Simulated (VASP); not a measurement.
A run of VASP 6.6.1 is set up as follows.

INCAR

```
SYSTEM = Mo
ALGO = Normal ; EDIFF = 1E-7
EDIFFG = -0.005 ; ENCUT = 600
IBRION = 2 ; ISIF = 3
ISMEAR = -1 ; LASPH = .True.
LCHARG = .False. ; LREAL = .False.
LWAVE = .False. ; NELM = 80
NSW = 32 ; PREC = Accurate
PSTRESS = 1200.0 ; SIGMA = 0.05
```

File KPOINTS:

```
k-points
0
Gamma
  18 18 16
  0 0 0
```

File POSCAR:

```
Mo
1.0
    2.4746729893      0.0000000000      0.0000000000
   -1.2373364946      2.1431296748      0.0000000000
    0.0000000000      0.0000000000      2.2582205647
Mo
1
Direct
    0.0000000000      0.0000000000      0.0000000000
```

Potentials or basis: VASP PAW LDA potentials, release 64 (Mo_sv).

Run with:

```sh
$ cat potpaw_LDA.64/Mo_sv/POTCAR > POTCAR
$ mpirun -np 1 vasp_std > vasp.out
```

(1) Predict the relaxed volume.

(2) Predict the band gap on the k mesh.

(3) Predict the relaxed cell.

(4) What does it give for the space group after relaxing (to 0.1 Å)?

Answers

(1) 12.03 Å³/atom.

(2) zero (bands 7 and 8 overlap by 3.38 eV).

(3) a = 2.477 Å, b = 2.477 Å, c = 2.265 Å, α = 90.00°, β = 90.00°, γ = 120.00°.

(4) P6/mmm (No. 191).

Caveat: the cell is relaxed towards a set pressure, so the run minimises the enthalpy, not the energy.
